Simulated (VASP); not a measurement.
## TiAl3: single point with PBEsol

The system is TiAl3.

```
CELL_PARAMETERS angstrom
3.87492 0.00000 0.00000
0.00000 3.87492 0.00000
0.00000 0.00000 3.87492
ATOMIC_POSITIONS crystal
Ti 0.00000 0.00000 0.00000
Al 0.00000 0.50000 0.50000
Al 0.50000 0.00000 0.50000
Al 0.50000 0.50000 0.00000
```

This cell differs from its parent crystal: volume scaled by 0.94.

```yaml
Program: VASP 6.6.1
Task: single point
Functional: PBEsol
Potentials_or_basis: VASP PAW PBE potentials, release 64 (Ti_sv, Al)
Cutoff: 520 eV
k_mesh: 7 × 7 × 7
Occupations: fermi-dirac, width 0.05 eV
Spin: no spin polarisation
```

```yaml
Pressure: 7.2 GPa
```

Levels at points of the mesh, in eV from the Fermi level:
```tsv
k point	band 8	band 9	band 10	band 11	band 12	band 13
(0.00, 0.00, 0.00)	-2.29	-2.29	-2.29	0.07	0.07	0.07
```

It took 20 s on 1 thread of Intel(R) Xeon(R) 6975P-C (Granite Rapids) (shared host), peak memory 0.16 GiB.

Caveat: the PAW data sets were made with another functional, which shifts forces and pressure a little.
